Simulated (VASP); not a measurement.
# TaN (P6_3mc) in VASP: single point with PBEsol

Aim: the single point of TaN with PBEsol.

All numbers are computed with VASP 6.6.1; they aren't measurements. Logs are shortened: lines on timing, memory, paths and dates and some standing lists are left out, and cuts for length are marked.

**1. The cell of the first run**

The structure is hexagonal, space group P6_3mc (No. 186). Conventional cell: a = 3.246 Å, b = 3.246 Å, c = 6.045 Å, α = 90.00°, β = 90.00°, γ = 120.00°. Ta (site symmetry 3m) has 4 N at 1.96 to 2.15 Å within 2.6 Å. N (site symmetry 3m) has 4 Ta at 1.96 to 2.15 Å within 2.6 Å.

**2. Single point, PBEsol (13.79 Å³/atom)**

Input file INCAR:

```
PREC = Accurate
ENCUT = 700
EDIFF = 1E-6
ISMEAR = 0
SIGMA = 0.15
LREAL = False
LASPH = True
NELM = 120
ALGO = Normal
ISIF = 2
LWAVE = False
LCHARG = False
GGA = PS
NBANDS = 26
GGA_COMPAT = False
```

Input file KPOINTS:

```
Automatic mesh
0
Gamma
  18 18 8
```

Input file POSCAR:

```
TaN
1.0
    3.2463273487      0.0000000000      0.0000000000
   -1.6231636744      2.8114019530      0.0000000000
    0.0000000000      0.0000000000      6.0446615233
Ta N
2 2
Direct
    0.3333333333      0.6666666667      0.0301041378
    0.6666666667      0.3333333333      0.5301041378
    0.3333333333      0.6666666667      0.3548958622
    0.6666666667      0.3333333333      0.8548958622
```

Potentials or basis: VASP PAW PBE potentials, release 64 (Ta_sv_GW, N).

The run is started by

```
> cat potpaw_PBE.64/Ta_sv_GW/POTCAR potpaw_PBE.64/N/POTCAR > POTCAR
> mpirun -np 1 vasp_std > vasp.out
```

OUTCAR:

```text
PREC = Accurate
   ENCUT = 700
   EDIFF = 1E-6
   ISMEAR = 0
   LREAL = False
   LASPH = True
   NELM = 120
   ISIF = 2
   GGA = PS

 ion  position               nearest neighbor table
   1  0.333  0.667  0.030-   3 1.96   4 2.15   4 2.15   4 2.15
   2  0.667  0.333  0.530-   4 1.96   3 2.15   3 2.15   3 2.15
   3  0.333  0.667  0.355-   1 1.96   2 2.15   2 2.15   2 2.15
   4  0.667  0.333  0.855-   2 1.96   1 2.15   1 2.15   1 2.15

  LATTYP: Found a hexagonal cell.
 ALAT       =     3.2463273487
 C/A-ratio  =     1.8620000000

  Lattice vectors:

 A1 = (   3.2463273487,   0.0000000000,   0.0000000000)
 A2 = (  -1.6231636744,   2.8114019530,   0.0000000000)
 A3 = (   0.0000000000,   0.0000000000,   6.0446615233)

Analysis of symmetry for initial positions (statically):
=====================================================================
 Subroutine PRICEL returns:
 Original cell was already a primitive cell.

 Routine SETGRP: Setting up the symmetry group for a
 hexagonal supercell.

 Subroutine GETGRP returns: Found 12 space group operations
 (whereof  6 operations were pure point group operations)
 out of a pool of 24 trial point group operations.

The static configuration has the point symmetry C_3v.
 The point group associated with its full space group is C_6v.

Analysis of symmetry for dynamics (positions and initial velocities):
=====================================================================
 Subroutine PRICEL returns:
 Original cell was already a primitive cell.

 Routine SETGRP: Setting up the symmetry group for a
 hexagonal supercell.

 Subroutine GETGRP returns: Found 12 space group operations
 (whereof  6 operations were pure point group operations)
 out of a pool of 24 trial point group operations.

The dynamic configuration has the point symmetry C_3v.
 The point group associated with its full space group is C_6v.

 Subroutine INISYM returns: Found 12 space group operations
 (whereof  6 operations are pure point group operations),
 and found     1 'primitive' translations

----------------------------------------------------------------------------------------

                                     Primitive cell

  volume of cell :      55.1680

  direct lattice vectors                    reciprocal lattice vectors
     3.246327349  0.000000000  0.000000000     0.308040408  0.177847212  0.000000000
    -1.623163674  2.811401953  0.000000000     0.000000000  0.355694425  0.000000000
     0.000000000  0.000000000  6.044661523     0.000000000  0.000000000  0.165435235

  length of vectors
     3.246327349  3.246327349  6.044661523     0.355694425  0.355694425  0.165435235

  position of ions in fractional coordinates (direct lattice)
     0.333333333  0.666666667  0.030104138
     0.666666667  0.333333333  0.530104138
     0.333333333  0.666666667  0.354895862
     0.666666667  0.333333333  0.854895862

  ion indices of the primitive-cell ions
   primitive index   ion index
                 1           1
                 2           2
                 3           3
                 4           4

----------------------------------------------------------------------------------------

 KPOINTS: Automatic mesh

Automatic generation of k-mesh.
 Grid dimensions read from file:
 generate k-points for:   18   18    8

 Generating k-lattice:

  Cartesian coordinates                     Fractional coordinates (reciprocal lattice)
     0.017113356  0.009880401  0.000000000     0.055555556  0.000000000  0.000000000
     0.000000000  0.019760801  0.000000000     0.000000000  0.055555556  0.000000000
     0.000000000  0.000000000  0.020679404     0.000000000  0.000000000  0.125000000

  Length of vectors
     0.019760801  0.019760801  0.020679404

  Shift w.r.t. Gamma in fractional coordinates (k-lattice)
     0.000000000  0.000000000  0.000000000

 Subroutine IBZKPT returns following result:
 ===========================================

 Found    185 irreducible k-points:

 Following reciprocal coordinates:
            Coordinates               Weight
  0.000000  0.000000  0.000000      1.000000
  0.055556  0.000000  0.000000      6.000000
  0.111111  0.000000  0.000000      6.000000
  0.166667  0.000000  0.000000      6.000000
  0.222222  0.000000  0.000000      6.000000
  0.277778  0.000000  0.000000      6.000000
[... 16 lines left out ...]
  0.333333  0.111111  0.000000     12.000000
  0.388889  0.111111  0.000000     12.000000
 [... further k-points ...]
   k-points           NKPTS =    185   k-points in BZ     NKDIM =    185   number of bands    NBANDS=     26
   number of dos      NEDOS =    301   number of ions     NIONS =      4
   total plane-waves  NPLWV =  42336
   dimension x,y,z NGX =    28 NGY =   28 NGZ =   54
   dimension x,y,z NGXF=    56 NGYF=   56 NGZF=  108
   ions per type =               2   2
   NGX,Y,Z   is equivalent  to a cutoff of  14.34, 14.34, 14.85 a.u.
   NGXF,Y,Z  is equivalent  to a cutoff of  28.68, 28.68, 29.70 a.u.
 SYSTEM =  unknown system
   PREC   = accura    normal or accurate (medium, high low for compatibility)
   ISTART =      0    job   : 0-new  1-cont  2-samecut
   ICHARG =      2    charge: 1-file 2-atom 10-const
   ISPIN  =      1    spin polarized calculation?
   LNONCOLLINEAR =      F non collinear calculations
   LSORBIT =      F    spin-orbit coupling
   LASPH  =      T    aspherical Exc in radial PAW
   ENCUT  =  700.0 eV  51.45 Ry    7.17 a.u.   7.00  7.00 13.04*2*pi/ulx,y,z
   NELM   =    120;   NELMIN=  2; NELMDL= -5     # of ELM steps
   EDIFF  = 0.1E-05   stopping-criterion for ELM
   LREAL  =      F    real-space projection
   EDIFFG = 0.1E-04   stopping-criterion for IOM
   NSW    =      0    number of steps for IOM
   IBRION =     -1    ionic relax: 0-MD 1-quasi-New 2-CG
   NFREE  =      0    steps in history (QN), initial steepest desc. (CG)
   ISIF   =      2    stress and relaxation
   ISYM   =      2    0-nonsym 1-usesym 2-fastsym
   POTIM  = 0.5000    time-step for ionic-motion
   TEBEG  =    0.0;   TEEND  =   0.0 temperature during run
   PSTRESS=    0.0 pullay stress
   NELECT =      36.0000    total number of electrons
   NUPDOWN=      -1.0000    fix difference up-down
   EMIN   =  10.00;   EMAX   =-10.00  energy-range for DOS
   EFERMI =   0.00;   METHOD = LEGACY
   ISMEAR =     0;   SIGMA  =   0.15  broadening in eV -4-tet -1-fermi 0-gaus
   EFERMI_NEDOS =   21; number of points for ismear=-14 and -15
   IALGO  =     38    algorithm
   IMIX   =      4    mixing-type and parameters
     AMIX     =   0.40;   BMIX     =  1.00
     AMIX_MAG =   1.60;   BMIX_MAG =  1.00
  volume/ion in A,a.u.               =      13.79        93.07
  Fermi-wavevector in a.u.,A,eV,Ry     =   1.419972  2.683359 27.433723  2.016322
  Thomas-Fermi vector in A             =   2.540937
   LORBIT       =      0    0 simple, 1 ext, 2 COOP (PROOUT), +10 PAW based schemes
   GGA     = PS    functional components
   LHFCALC =     F    Hartree Fock is set to
   AEXX    =    0.0000 exact exchange contribution
   IVDW    =     0    specifies the selected vdW correction
   LEPSILON=     F    determine dielectric tensor
   LRPA    =     F    only Hartree local field effects (RPA)
 non-spin polarized calculation
 Gauss-broadening in eV      SIGMA  =   0.15
  energy-cutoff  :      700.00
  volume of cell :       55.17
 maximum number of plane-waves:      2348
 NGX is ok and might be reduce to    28
   NGX = 13   NGY = 13   NGZ = 27

 number of electron      35.9999999 magnetization

 Free energy of the ion-electron system (eV)
  ---------------------------------------------------
  ext. energy  EPLUGINS =         0.00000000
  ---------------------------------------------------
  free energy    TOTEN  =       -50.64671128 eV

  energy without entropy =      -50.63718635  energy(sigma->0) =      -50.64194882

 E-fermi :   9.1358     XC(G=0): -12.2922

 val. band max:        9.1142623266   @ k =   0.3333   0.3333   0.0000
 cond. band min:       9.1361224225   @ k =   0.0000   0.0000   0.0000
 fundamental gap:      0.0218600958
 Fermi energy:         9.1358050270

 k-point     1 :       0.0000    0.0000    0.0000
  band No.  band energies     occupation
      1     -59.7235      2.00000
      2     -59.7140      2.00000
      3     -26.4847      2.00000
      4     -26.1785      2.00000
      5     -25.9894      2.00000
      6     -25.9894      2.00000
[... 18 lines left out ...]
     25      13.8899      0.00000
     26      15.4326      0.00000

 k-point     2 :       0.0556    0.0000    0.0000
  band No.  band energies     occupation
      1     -59.7228      2.00000
      2     -59.7135      2.00000
      3     -26.4809      2.00000
      4     -26.1787      2.00000
      5     -26.0013      2.00000
      6     -25.9925      2.00000
[... 18 lines left out ...]
     25      14.0859      0.00000
     26      15.2235      0.00000

 k-point     3 :       0.1111    0.0000    0.0000
  band No.  band energies     occupation
      1     -59.7209      2.00000
      2     -59.7120      2.00000
      3     -26.4699      2.00000
      4     -26.1794      2.00000
      5     -26.0354      2.00000
      6     -26.0085      2.00000
[... 18 lines left out ...]
     25      14.6128      0.00000
     26      14.9523      0.00000

 k-point     4 :       0.1667    0.0000    0.0000
  band No.  band energies     occupation
      1     -59.7180      2.00000
      2     -59.7097      2.00000
      3     -26.4526      2.00000
      4     -26.1809      2.00000
      5     -26.0873      2.00000
      6     -26.0623      2.00000
[... 18 lines left out ...]
     25      14.6865      0.00000
     26      15.3626      0.00000
[... 496 lines left out ...]
      1     -59.7057      2.00000
      2     -59.7007      2.00000
      3     -26.3771      2.00000
      4     -26.2730      2.00000
      5     -26.2567      2.00000
      6     -26.1978      2.00000
[... 18 lines left out ...]
     25      14.1776      0.00000
     26      15.0544      0.00000

 k-point    23 :       0.3333    0.1111    0.0000
  band No.  band energies     occupation
      1     -59.7027      2.00000
      2     -59.6987      2.00000
      3     -26.3663      2.00000
      4     -26.3114      2.00000
      5     -26.2920      2.00000
      6     -26.2069      2.00000
[... 18 lines left out ...]
     25      14.4129      0.00000
     26      14.4814      0.00000

 k-point    24 :       0.3889    0.1111    0.0000
  band No.  band energies     occupation
      1     -59.7006      2.00000
      2     -59.6976      2.00000
      3     -26.3740      2.00000
      4     -26.3338      2.00000
      5     -26.2999      2.00000
      6     -26.2157      2.00000
[... 18 lines left out ...]
     25      14.0667      0.00000
     26      14.6301      0.00000

 [... further k-points ...]

------------------------ aborting loop because EDIFF is reached ----------------------------------------

  FORCE on cell =-STRESS in cart. coord.  units (eV):
  Direction    XX          YY          ZZ          XY          YZ          ZX
  --------------------------------------------------------------------------------------
  -------------------------------------------------------------------------------------
  Total       -6.3278408     -6.3278408     -3.3752170      0.0000000      0.0000000      0.0000000
  in kB     -183.7718065   -183.7718065    -98.0223350      0.0000000      0.0000000      0.0000000
  external PRESSURE =    -155.1886493 kB  Pullay stress =       0.0000000 kB

 VOLUME and BASIS-vectors are now :
 -----------------------------------------------------------------------------
  energy-cutoff  :      700.00
  volume of cell :       55.17
      direct lattice vectors                 reciprocal lattice vectors
     3.246327349  0.000000000  0.000000000     0.308040408  0.177847212  0.000000000
    -1.623163674  2.811401953  0.000000000     0.000000000  0.355694425  0.000000000
     0.000000000  0.000000000  6.044661523     0.000000000  0.000000000  0.165435235

 POSITION                                       TOTAL-FORCE (eV/Angst)
 -----------------------------------------------------------------------------------
     -0.00000      1.87427      0.18197        -0.000000     -0.000000     -0.606669
      1.62316      0.93713      3.20430         0.000000     -0.000000     -0.606669
     -0.00000      1.87427      2.14523        -0.000000     -0.000000      0.606669
      1.62316      0.93713      5.16756         0.000000      0.000000      0.606669
 -----------------------------------------------------------------------------------
    total drift:                               -0.000001      0.000000      0.000285

  FREE ENERGIE OF THE ION-ELECTRON SYSTEM (eV)
  ---------------------------------------------------
  free  energy   TOTEN  =       -50.6467112793 eV

  energy  without entropy=      -50.6371863546  energy(sigma->0) =      -50.64194882
```

Wall time 6.7 min (1 thread of Intel Xeon 6975P-C (Granite Rapids), shared host); peak memory 0.48 GiB.

Results:

```yaml
Free_energy: -50.6467 eV
Pressure: -15.5 GPa
Largest_force: 0.607 eV/Å
Band_gap_on_the_k_mesh: zero (bands 18 and 19 overlap by 0.55 eV)
```

Forces on the atoms (eV/Å):
```
Ta   0.000  0.000 -0.607
Ta   0.000  0.000 -0.607
N    0.000  0.000  0.607
N    0.000  0.000  0.607
```

Caveat: the stress differs along the axes, from -18 to -10 GPa; the PAW data sets were made with another functional, which shifts forces and pressure a little; spin-orbit coupling is left out, which moves the levels of the heavy elements.

The gap in the log of VASP goes by the Fermi energy; the results here count the filled bands.